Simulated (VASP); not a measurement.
Wanted: the native input for a VASP 6.6.1 run.

- Task: single point
- Functional: LDA
- Potentials or basis: VASP PAW LDA potentials, release 64 (C)
- Cutoff: 520 eV
- k mesh: 28 × 28 × 4
- Occupations: fermi-dirac, width 0.1 eV
- Spin: no spin polarisation
- Dipole correction: no
- Further INCAR settings: ALGO = Normal; EDIFF = 1e-06; NBANDS = 16

The structure of C lies in POSCAR:

```
C
1.0
    1.6953167673      0.0000000000      0.0000000000
   -0.8476583836      1.4681873880      0.0000000000
    0.0000000000      0.0000000000     12.1038970969
C
4
Direct
    0.0000000000      1.0000000000      0.0000000000
    1.0000000000      1.0000000000      0.5000000000
    0.3333333333      0.6666666667      0.2500000000
    0.6666666667      0.3333333333      0.7500000000
```

These files were run (other wordings do the same):

INCAR

```
SYSTEM = C
  ALGO = Normal
  EDIFF = 1E-6
  ENCUT = 520
  GGA = CA
  ISIF = 2
  ISMEAR = -1
  LASPH = .TRUE.
  LCHARG = .FALSE.
  LREAL = .FALSE.
  LWAVE = .FALSE.
  NBANDS = 16
  NELM = 60
  PREC = Accurate
  SIGMA = 0.1
```

KPOINTS

```
k-points
0
G
  28 28 4
  0 0 0
```

Potentials or basis: VASP PAW LDA potentials, release 64 (C).

Launch:

```console
$ cat potpaw_LDA.64/C/POTCAR > POTCAR
$ mpirun -np 1 vasp_std > vasp.out
```

It gave:

- Pressure: -0.8 GPa
- Band gap on the k mesh: zero (bands 8 and 9 overlap by 2.39 eV)

It took 84 s on 1 thread of Intel(R) Xeon(R) Platinum 8259CL CPU @ 2.50GHz (Skylake/Cascade Lake), with other jobs on the host, peak memory 0.19 GiB.
